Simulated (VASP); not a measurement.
Wanted: the native input for a VASP 6.6.1 run.

```yaml
Task: single point
Functional: LDA
Potentials_or_basis: VASP PAW LDA potentials, release 64 (Os_sv_GW)
Cutoff: 500 eV
k_mesh: 13 × 13 × 8
Occupations: fermi-dirac, width 0.2 eV
Spin: no spin polarisation
Dipole_correction: no
Second_run: valence_matched
Further_INCAR_settings: ALGO = Normal; EDIFF = 1e-06; NBANDS = 23
```

The structure of Os lies in POSCAR:

```
Os
1.0
    2.7175247593      0.0000000000      0.0000000000
   -1.3587623796      2.3534454770      0.0000000000
    0.0000000000      0.0000000000      4.2844606214
Os
2
Direct
    0.3333333333      0.6666666667      0.2500000000
    0.6666666667      0.3333333333      0.7500000000
```

The input as run:

INCAR

```
SYSTEM = Os
ALGO = Normal
EDIFF = 1E-6
ENCUT = 500
GGA = CA
GGA_COMPAT = .False.
ISIF = 2
ISMEAR = -1
LASPH = .True.
LCHARG = .False.
LREAL = .False.
LWAVE = .False.
NBANDS = 23
NELM = 120
PREC = Accurate
SIGMA = 0.2
```

KPOINTS

```
k-points
0
Gamma
  13 13 8
  0 0 0
```

Potentials or basis: VASP PAW LDA potentials, release 64 (Os_sv_GW).

Run with:

```console
$ cat potpaw_LDA.64/Os_sv_GW/POTCAR > POTCAR
$ mpirun -np 1 vasp_std > vasp.out
```

It gave:

| Property | Result |
| --- | --- |
| Pressure | -0.1 GPa |
| Band gap on the k mesh | zero (band 16 reaches 16.10 eV, above the bottom of band 17 at 12.13 eV) |

Caveat: spin-orbit coupling is left out, which moves the levels of the heavy elements.

Run time: 27 s on 1 thread of Intel(R) Xeon(R) Platinum 8488C (Sapphire Rapids), with other jobs on the host, peak memory 0.16 GiB.
